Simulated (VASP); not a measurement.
Set up this calculation in VASP 6.6.1, as the native input.

```
Task                   : single point
Functional             : LDA
Potentials or basis    : VASP PAW LDA potentials, release 64 (Zr_sv)
Cutoff                 : 520 eV
k mesh                 : 15 × 15 × 1
Occupations            : fermi-dirac, width 0.1 eV
Spin                   : no spin polarisation
Dipole correction      : yes
Further INCAR settings : ALGO = Normal; EDIFF = 1e-06; NBANDS = 19
```

The structure of Zr lies in POSCAR:

```
Zr
1.0
    3.1435815868      0.0000000000      0.0000000000
   -1.5717907934      2.7224215131      0.0000000000
    0.0000000000      0.0000000000     18.5467000000
Zr
2
Direct
    0.8333333333      0.1666666667      0.4379715729
    0.1666666667      0.8333333333      0.5620284271
```

One way to write it, as run:

INCAR

```
PREC = Accurate
ENCUT = 520
EDIFF = 1E-6
ISMEAR = -1
SIGMA = 0.1
LREAL = F
LASPH = T
NELM = 80
ALGO = Normal
ISIF = 2
LWAVE = F
LCHARG = F
LDIPOL = T
IDIPOL = 3
DIPOL = 0.5 0.5 0.500
GGA = CA
NBANDS = 19
```

KPOINTS

```
Automatic mesh
0
Gamma
  15 15 1
```

Potentials or basis: VASP PAW LDA potentials, release 64 (Zr_sv).

Command:

```console
$ cat potpaw_LDA.64/Zr_sv/POTCAR > POTCAR
$ mpirun -np 1 vasp_std > vasp.out
```

Results of the run:

```
Largest force          : 0.011 eV/Å
Band gap on the k mesh : zero (bands 12 and 13 overlap by 0.68 eV)
```

It took 36 s on 1 thread of Intel(R) Xeon(R) 6975P-C (Granite Rapids) (shared host), peak memory 0.25 GiB.
